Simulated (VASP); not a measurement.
# In2O3 (R-3c) in VASP: notebook

In2O3 is run at these levels: PBE; tasks: single point.

Everything below comes from runs of VASP 6.6.1. Logs are shortened: lines on timing, memory, paths and dates and some standing lists are left out, and cuts for length are marked.

## (1) The cell of the first run

The structure is trigonal, space group R-3c (No. 167). The conventional cell has a = 5.342 Å, b = 5.342 Å, c = 15.043 Å, α = 90.00°, β = 90.00°, γ = 120.00°. Within 2.8 Å of In (site symmetry 3) lie 6 O at 2.10 to 2.24 Å. O (site symmetry 2) has 4 In at 2.10 to 2.24 Å and 2 O at 2.76 Å within 2.8 Å.

## (2) Single point, PBE (epitaxial xy strain -3.0%)

File INCAR:

```
PREC = Accurate
ENCUT = 520
EDIFF = 1E-6
ISMEAR = -1
SIGMA = 0.02
LREAL = False
LASPH = True
NELM = 80
ALGO = Normal
ISIF = 2
LWAVE = False
LCHARG = True
GGA = PE
LELF = True
LVHAR = True
NBANDS = 55
```

File KPOINTS:

```
regular mesh
0
Gamma
  6 6 6
```

File POSCAR:

```
In2O3
1.0
    2.6712064083      1.5422217389      5.0144145921
   -2.6712064083      1.5422217389      5.0144145921
    0.0000000000     -3.0844434778      5.0144145921
In O
4 6
Direct
    0.8543761959      0.8543761959      0.8543761959
    0.3543761959      0.3543761959      0.3543761959
    0.1456238041      0.1456238041      0.1456238041
    0.6456238041      0.6456238041      0.6456238041
    0.4522516791      0.0477483209      0.7500000000
    0.0477483209      0.7500000000      0.4522516791
    0.5477483209      0.9522516791      0.2500000000
    0.2500000000      0.5477483209      0.9522516791
    0.9522516791      0.2500000000      0.5477483209
    0.7500000000      0.4522516791      0.0477483209
```

Potentials or basis: VASP PAW PBE potentials, release 64 (In_d, O).

The run is started by

```
> cat potpaw_PBE.64/In_d/POTCAR potpaw_PBE.64/O/POTCAR > POTCAR
> mpirun -np 1 vasp_std > vasp.out
```

OUTCAR:

```text
PREC = Accurate
   ENCUT = 520
   EDIFF = 1E-6
   ISMEAR = -1
   LREAL = False
   LASPH = True
   NELM = 80
   ISIF = 2
   GGA = PE

 ion  position               nearest neighbor table
   1  0.854  0.854  0.854-   8 2.10   7 2.10   9 2.10   5 2.24   6 2.24  10 2.24   4 3.14   3 3.15
                             3 3.15   3 3.15   4 3.61   4 3.61   4 3.61   2 3.97   2 3.97   2 3.97
   2  0.354  0.354  0.354-   6 2.10   5 2.10  10 2.10   7 2.24   9 2.24   8 2.24   3 3.14   4 3.15
                             4 3.15   4 3.15   3 3.61   3 3.61   3 3.61   1 3.97   1 3.97   1 3.97
   3  0.146  0.146  0.146-  10 2.10   5 2.10   6 2.10   7 2.24   9 2.24   8 2.24   2 3.14   1 3.15
                             1 3.15   1 3.15   2 3.61   2 3.61   2 3.61   4 3.97   4 3.97   4 3.97
   4  0.646  0.646  0.646-   9 2.10   7 2.10   8 2.10   5 2.24   6 2.24  10 2.24   1 3.14   2 3.15
                             2 3.15   2 3.15   1 3.61   1 3.61   1 3.61   3 3.97   3 3.97   3 3.97
   5  0.452  0.048  0.750-   2 2.10   3 2.10   1 2.24   4 2.24
   6  0.048  0.750  0.452-   2 2.10   3 2.10   1 2.24   4 2.24
   7  0.548  0.952  0.250-   1 2.10   4 2.10   3 2.24   2 2.24
   8  0.250  0.548  0.952-   1 2.10   4 2.10   3 2.24   2 2.24
   9  0.952  0.250  0.548-   4 2.10   1 2.10   3 2.24   2 2.24
  10  0.750  0.452  0.048-   3 2.10   2 2.10   1 2.24   4 2.24

  LATTYP: Found a trigonal (rhomboedric) cell.
 ALAT       =     5.8871168894
 COS(alpha) =     0.5882443437

  Lattice vectors:

 A1 = (   2.6712064083,   1.5422217389,   5.0144145921)
 A2 = (  -2.6712064083,   1.5422217389,   5.0144145921)
 A3 = (   0.0000000000,  -3.0844434778,   5.0144145921)

Analysis of symmetry for initial positions (statically):
=====================================================================
 Subroutine PRICEL returns:
 Original cell was already a primitive cell.

 Routine SETGRP: Setting up the symmetry group for a
 trigonal (rhombohedral) supercell.

 Subroutine GETGRP returns: Found 12 space group operations
 (whereof  6 operations were pure point group operations)
 out of a pool of 12 trial point group operations.

The static configuration has the point symmetry S_6 .
 The point group associated with its full space group is D_3d.

Analysis of symmetry for dynamics (positions and initial velocities):
=====================================================================
 Subroutine PRICEL returns:
 Original cell was already a primitive cell.

 Routine SETGRP: Setting up the symmetry group for a
 trigonal (rhombohedral) supercell.

 Subroutine GETGRP returns: Found 12 space group operations
 (whereof  6 operations were pure point group operations)
 out of a pool of 12 trial point group operations.

The dynamic configuration has the point symmetry S_6 .
 The point group associated with its full space group is D_3d.

 Subroutine INISYM returns: Found 12 space group operations
 (whereof  6 operations are pure point group operations),
[... 118 lines left out ...]
   ISIF   =      2    stress and relaxation
   ISYM   =      2    0-nonsym 1-usesym 2-fastsym
   POTIM  = 0.5000    time-step for ionic-motion
   TEBEG  =    0.0;   TEEND  =   0.0 temperature during run
   PSTRESS=    0.0 pullay stress
   NELECT =      88.0000    total number of electrons
   NUPDOWN=      -1.0000    fix difference up-down
   EMIN   =  10.00;   EMAX   =-10.00  energy-range for DOS
   EFERMI =   0.00;   METHOD = LEGACY
   ISMEAR =    -1;   SIGMA  =   0.02  broadening in eV -4-tet -1-fermi 0-gaus
   EFERMI_NEDOS =   21; number of points for ismear=-14 and -15
   IALGO  =     38    algorithm
   IMIX   =      4    mixing-type and parameters
     AMIX     =   0.40;   BMIX     =  1.00
     AMIX_MAG =   1.60;   BMIX_MAG =  1.00
  volume/ion in A,a.u.               =      12.39        83.64
  Fermi-wavevector in a.u.,A,eV,Ry     =   1.460474  2.759895 29.021010  2.132984
  Thomas-Fermi vector in A             =   2.576919
   LORBIT       =      0    0 simple, 1 ext, 2 COOP (PROOUT), +10 PAW based schemes
   GGA     = PE    functional components
[... 5 lines left out ...]
 non-spin polarized calculation
  energy-cutoff  :      520.00
  volume of cell :      123.94
 maximum number of plane-waves:      3352
 NGX is ok and might be reduce to    48
   NGX = 21   NGY = 21   NGZ = 21

 number of electron      88.0000006 magnetization

 Free energy of the ion-electron system (eV)
  ---------------------------------------------------
  ext. energy  EPLUGINS =         0.00000000
  ---------------------------------------------------
  free energy    TOTEN  =       -54.93342372 eV

  energy without entropy =      -54.93342372  energy(sigma->0) =      -54.93342372

 E-fermi :   6.3997     XC(G=0): -11.3077

 val. band max:        5.9167601533   @ k =   0.0000   0.0000   0.0000
 cond. band min:       7.2715125938   @ k =   0.0000   0.0000   0.0000
 fundamental gap:      1.3547524405
 Fermi energy:         6.3997280626

 k-point     1 :       0.0000    0.0000    0.0000
  band No.  band energies     occupation
      1     -11.9730      2.00000
      2     -11.0549      2.00000
      3     -11.0549      2.00000
      4     -10.8279      2.00000
      5     -10.7837      2.00000
      6     -10.7837      2.00000
[... 1381 lines left out ...]
     54      16.7321      0.00000
     55      17.2464      0.00000

 [... further k-points ...]
[... 5 lines left out ...]
  --------------------------------------------------------------------------------------
  -------------------------------------------------------------------------------------
  Total       13.3824519     13.3824519      5.4900318      0.0000000     -0.0000000      0.0000000
  in kB      172.9898072    172.9898072     70.9675297      0.0000000     -0.0000000      0.0000000
  external PRESSURE =     138.9823814 kB  Pullay stress =       0.0000000 kB

 VOLUME and BASIS-vectors are now :
 -----------------------------------------------------------------------------
  energy-cutoff  :      520.00
  volume of cell :      123.94
      direct lattice vectors                 reciprocal lattice vectors
     2.671206408  1.542221739  5.014414592     0.187181342  0.108069198  0.066475025
    -2.671206408  1.542221739  5.014414592    -0.187181342  0.108069198  0.066475025
     0.000000000 -3.084443478  5.014414592     0.000000000 -0.216138396  0.066475025

 POSITION                                       TOTAL-FORCE (eV/Angst)
 -----------------------------------------------------------------------------------
      0.00000      0.00000     12.85259        -0.000000     -0.000000      0.072923
      0.00000      0.00000      5.33097        -0.000000      0.000000      0.072923
      0.00000      0.00000      2.19065        -0.000000     -0.000000     -0.072923
      0.00000      0.00000      9.71228        -0.000000     -0.000000     -0.072923
      1.08051     -1.54222      6.26802         0.014049     -0.000000      0.000000
     -1.87586     -0.16464      6.26802        -0.007025     -0.012167      0.000000
     -1.08051      1.54222      8.77523        -0.014049     -0.000000      0.000000
     -0.79535     -1.70686      8.77523         0.007025     -0.012167      0.000000
      1.87586      0.16464      8.77523         0.007025      0.012167      0.000000
      0.79535      1.70686      6.26802        -0.007025      0.012167      0.000000
 -----------------------------------------------------------------------------------
    total drift:                               -0.000000     -0.000000      0.000000

  FREE ENERGIE OF THE ION-ELECTRON SYSTEM (eV)
  ---------------------------------------------------
  free  energy   TOTEN  =       -54.9334237236 eV

  energy  without entropy=      -54.9334237236  energy(sigma->0) =      -54.93342372
```

OSZICAR:

```text
N       E                     dE             d eps       ncg     rms          rms(c)
DAV:   1     0.127310425705E+04    0.12731E+04   -0.41389E+04  3683   0.233E+03
DAV:   2     0.195488979521E+03   -0.10776E+04   -0.10232E+04  3681   0.654E+02
DAV:   3    -0.446676737517E+02   -0.24016E+03   -0.23320E+03  3923   0.272E+02
DAV:   4    -0.646185719627E+02   -0.19951E+02   -0.19777E+02  4801   0.847E+01
DAV:   5    -0.650416927152E+02   -0.42312E+00   -0.42222E+00  4489   0.130E+01    0.239E+01
DAV:   6    -0.548074272141E+02    0.10234E+02   -0.36589E+01  5349   0.636E+01    0.187E+01
DAV:   7    -0.549892456147E+02   -0.18182E+00   -0.36495E+00  4083   0.111E+01    0.453E+00
DAV:   8    -0.549452475593E+02    0.43998E-01   -0.24666E-01  5512   0.339E+00    0.251E+00
DAV:   9    -0.549338226412E+02    0.11425E-01   -0.58569E-02  5409   0.277E+00    0.425E-01
DAV:  10    -0.549327747175E+02    0.10479E-02   -0.13534E-02  5096   0.118E+00    0.980E-02
DAV:  11    -0.549334706577E+02   -0.69594E-03   -0.21767E-03  5034   0.294E-01    0.125E-01
DAV:  12    -0.549334196930E+02    0.50965E-04   -0.55897E-04  5120   0.215E-01    0.281E-02
DAV:  13    -0.549334224562E+02   -0.27633E-05   -0.36346E-05  5467   0.610E-02    0.530E-03
DAV:  14    -0.549334237963E+02   -0.13401E-05   -0.31577E-06  3456   0.128E-02    0.418E-03
DAV:  15    -0.549334237236E+02    0.72654E-07   -0.31817E-07  2617   0.385E-03
   1 F= -.54933424E+02 E0= -.54933424E+02  d E =-.731150E-12
```

stdout:

```text
POSCAR found type information on POSCAR InO
 POSCAR found :  2 types and      10 ions
 scaLAPACK will be used
 LDA part: xc-table for (Slater+PW92), standard interpolation
 POSCAR, INCAR and KPOINTS ok, starting setup
 FFT: planning ... GRIDC
 FFT: planning ... GRID_SOFT
 FFT: planning ... GRID
 WAVECAR not read
 entering main loop
```

Run time: 3.1 min. Hardware: 1 thread of Intel Xeon 6975P-C (Granite Rapids), shared host; peak memory 0.39 GiB.

What came out:

- Free energy: -54.9334 eV
- Pressure: 13.9 GPa
- Largest force: 0.073 eV/Å
- Band gap on the k mesh: 1.35 eV, direct

Forces on the atoms (eV/Å):
```
In   0.000  0.000  0.073
In   0.000  0.000  0.073
In   0.000  0.000 -0.073
In   0.000  0.000 -0.073
O    0.014  0.000  0.000
O   -0.007 -0.012  0.000
O   -0.014  0.000  0.000
O    0.007 -0.012  0.000
O    0.007  0.012  0.000
O   -0.007  0.012  0.000
```

Caveat: the cell differs from its parent crystal (epitaxial xy strain -3.0%); spin-orbit coupling is left out, which moves the levels of the heavy elements.

## (3) Single point, PBE (epitaxial xy strain -2.0%)

File INCAR:

```
SYSTEM = In2O3
PREC = Accurate
ENCUT = 520
EDIFF = 1E-7
ISMEAR = -1
SIGMA = 0.02
LREAL = .False.
LASPH = .True.
NELM = 60
ALGO = Normal
ISIF = 2
LWAVE = .False.
LCHARG = .True.
GGA = PE
LELF = .True.
LVHAR = .True.
NBANDS = 55
```

File KPOINTS:

```
regular mesh
0
Gamma
  6 6 6
  0 0 0
```

File POSCAR:

```
In2O3
1.0
    2.6987446187      1.5581209321      4.9598958790
   -2.6987446187      1.5581209321      4.9598958790
    0.0000000000     -3.1162418642      4.9598958790
In O
4 6
Direct
    0.8552954004      0.8552954004      0.8552954004
    0.3552954004      0.3552954004      0.3552954004
    0.1447045996      0.1447045996      0.1447045996
    0.6447045996      0.6447045996      0.6447045996
    0.4527600118      0.0472399882      0.7500000000
    0.0472399882      0.7500000000      0.4527600118
    0.5472399882      0.9527600118      0.2500000000
    0.2500000000      0.5472399882      0.9527600118
    0.9527600118      0.2500000000      0.5472399882
    0.7500000000      0.4527600118      0.0472399882
```

Potentials or basis: VASP PAW PBE potentials, release 64 (In_d, O).

The run is started by

```
> cat potpaw_PBE.64/In_d/POTCAR potpaw_PBE.64/O/POTCAR > POTCAR
> mpirun -np 1 vasp_std > vasp.out
```

OUTCAR:

```text
SYSTEM = In2O3
   PREC = Accurate
   ENCUT = 520
   EDIFF = 1E-7
   ISMEAR = -1
   LREAL = .False.
   LASPH = .True.
   NELM = 60
   ISIF = 2
   GGA = PE

 ion  position               nearest neighbor table
   1  0.855  0.855  0.855-   8 2.11   7 2.11   9 2.11   5 2.24   6 2.24  10 2.24   4 3.13   3 3.18
                             3 3.18   3 3.18   4 3.61   4 3.61   4 3.61   2 3.98   2 3.98   2 3.98
   2  0.355  0.355  0.355-   6 2.11   5 2.11  10 2.11   7 2.24   9 2.24   8 2.24   3 3.13   4 3.18
                             4 3.18   4 3.18   3 3.61   3 3.61   3 3.61   1 3.98   1 3.98   1 3.98
   3  0.145  0.145  0.145-  10 2.11   5 2.11   6 2.11   7 2.24   9 2.24   8 2.24   2 3.13   1 3.18
                             1 3.18   1 3.18   2 3.61   2 3.61   2 3.61   4 3.98   4 3.98   4 3.98
   4  0.645  0.645  0.645-   9 2.11   7 2.11   8 2.11   5 2.24   6 2.24  10 2.24   1 3.13   2 3.18
                             2 3.18   2 3.18   1 3.61   1 3.61   1 3.61   3 3.98   3 3.98   3 3.98
   5  0.453  0.047  0.750-   2 2.11   3 2.11   1 2.24   4 2.24
   6  0.047  0.750  0.453-   2 2.11   3 2.11   1 2.24   4 2.24
   7  0.547  0.953  0.250-   1 2.11   4 2.11   3 2.24   2 2.24
   8  0.250  0.547  0.953-   1 2.11   4 2.11   3 2.24   2 2.24
   9  0.953  0.250  0.547-   4 2.11   1 2.11   3 2.24   2 2.24
  10  0.750  0.453  0.047-   3 2.11   2 2.11   1 2.24   4 2.24

  LATTYP: Found a trigonal (rhomboedric) cell.
[... 212 lines left out ...]
      3     -11.1112      2.00000
      4     -10.8599      2.00000
      5     -10.8599      2.00000
      6     -10.8588      2.00000
[... 1381 lines left out ...]
     54      16.5062      0.00000
     55      17.1075      0.00000

 [... further k-points ...]
[... 5 lines left out ...]
  --------------------------------------------------------------------------------------
  -------------------------------------------------------------------------------------
  Total       10.7768408     10.7768408      5.3176571      0.0000000      0.0000000      0.0000000
  in kB      137.9797296    137.9797296     68.0838566      0.0000000      0.0000000      0.0000000
  external PRESSURE =     114.6811053 kB  Pullay stress =       0.0000000 kB

 VOLUME and BASIS-vectors are now :
 -----------------------------------------------------------------------------
  energy-cutoff  :      520.00
  volume of cell :      125.14
      direct lattice vectors                 reciprocal lattice vectors
     2.698744619  1.558120932  4.959895879     0.185271328  0.106966451  0.067205712
    -2.698744619  1.558120932  4.959895879    -0.185271328  0.106966451  0.067205712
     0.000000000 -3.116241864  4.959895879     0.000000000 -0.213932902  0.067205712

 POSITION                                       TOTAL-FORCE (eV/Angst)
 -----------------------------------------------------------------------------------
      0.00000      0.00000     12.72653         0.000000     -0.000000      0.082365
      0.00000      0.00000      5.28668         0.000000     -0.000000      0.082365
      0.00000      0.00000      2.15316         0.000000     -0.000000     -0.082365
      0.00000      0.00000      9.59300         0.000000      0.000000     -0.082365
      1.09439     -1.55812      6.19987         0.011842     -0.000000      0.000000
     -1.89657     -0.16871      6.19987        -0.005921     -0.010255      0.000000
     -1.09439      1.55812      8.67982        -0.011842     -0.000000      0.000000
     -0.80217     -1.72683      8.67982         0.005921     -0.010255      0.000000
      1.89657      0.16871      8.67982         0.005921      0.010255      0.000000
      0.80217      1.72683      6.19987        -0.005921      0.010255      0.000000
 -----------------------------------------------------------------------------------
    total drift:                               -0.000000      0.000000     -0.000000

  FREE ENERGIE OF THE ION-ELECTRON SYSTEM (eV)
  ---------------------------------------------------
  free  energy   TOTEN  =       -55.1281860486 eV

  energy  without entropy=      -55.1281860486  energy(sigma->0) =      -55.12818605
```

OSZICAR:

```text
N       E                     dE             d eps       ncg     rms          rms(c)
DAV:   1     0.126704387078E+04    0.12670E+04   -0.41310E+04  3676   0.232E+03
DAV:   2     0.197583647334E+03   -0.10695E+04   -0.10178E+04  3669   0.646E+02
DAV:   3    -0.445770211238E+02   -0.24216E+03   -0.23468E+03  3917   0.272E+02
DAV:   4    -0.647680405403E+02   -0.20191E+02   -0.20014E+02  4760   0.849E+01
DAV:   5    -0.652058876870E+02   -0.43785E+00   -0.43684E+00  4425   0.132E+01    0.237E+01
DAV:   6    -0.550143872155E+02    0.10192E+02   -0.36747E+01  5409   0.628E+01    0.185E+01
DAV:   7    -0.551836687605E+02   -0.16928E+00   -0.36064E+00  4051   0.111E+01    0.447E+00
DAV:   8    -0.551404280623E+02    0.43241E-01   -0.25496E-01  5520   0.338E+00    0.261E+00
DAV:   9    -0.551290199124E+02    0.11408E-01   -0.61237E-02  5338   0.281E+00    0.455E-01
DAV:  10    -0.551275090454E+02    0.15109E-02   -0.15128E-02  5008   0.124E+00    0.106E-01
DAV:  11    -0.551282227832E+02   -0.71374E-03   -0.23643E-03  5082   0.306E-01    0.134E-01
DAV:  12    -0.551281823689E+02    0.40414E-04   -0.58611E-04  5096   0.215E-01    0.233E-02
DAV:  13    -0.551281846106E+02   -0.22417E-05   -0.37444E-05  5499   0.606E-02    0.611E-03
DAV:  14    -0.551281860640E+02   -0.14534E-05   -0.34087E-06  4048   0.125E-02    0.369E-03
DAV:  15    -0.551281860486E+02    0.15401E-07   -0.28097E-07  3530   0.293E-03
   1 F= -.55128186E+02 E0= -.55128186E+02  d E =-.179789E-11
```

Wall time 2.5 min (1 thread of Intel Xeon 6975P-C (Granite Rapids), shared host); peak memory 0.39 GiB.

What came out:

* Free energy: -55.1282 eV
* Pressure: 11.5 GPa
* Largest force: 0.082 eV/Å
* Band gap on the k mesh: 1.34 eV, direct

Forces in eV/Å, atoms in the order of the input:
```
In   0.000  0.000  0.082
In   0.000  0.000  0.082
In   0.000  0.000 -0.082
In   0.000  0.000 -0.082
O    0.012  0.000  0.000
O   -0.006 -0.010  0.000
O   -0.012  0.000  0.000
O    0.006 -0.010  0.000
O    0.006  0.010  0.000
O   -0.006  0.010  0.000
```

Stress tensor (GPa, compression positive):
```
13.80  0.00  0.00
 0.00 13.80  0.00
 0.00  0.00  6.81
```

Caveat: the cell differs from its parent crystal (epitaxial xy strain -2.0%); spin-orbit coupling is left out, which moves the levels of the heavy elements.

(Part 1 of 2 ends here.)
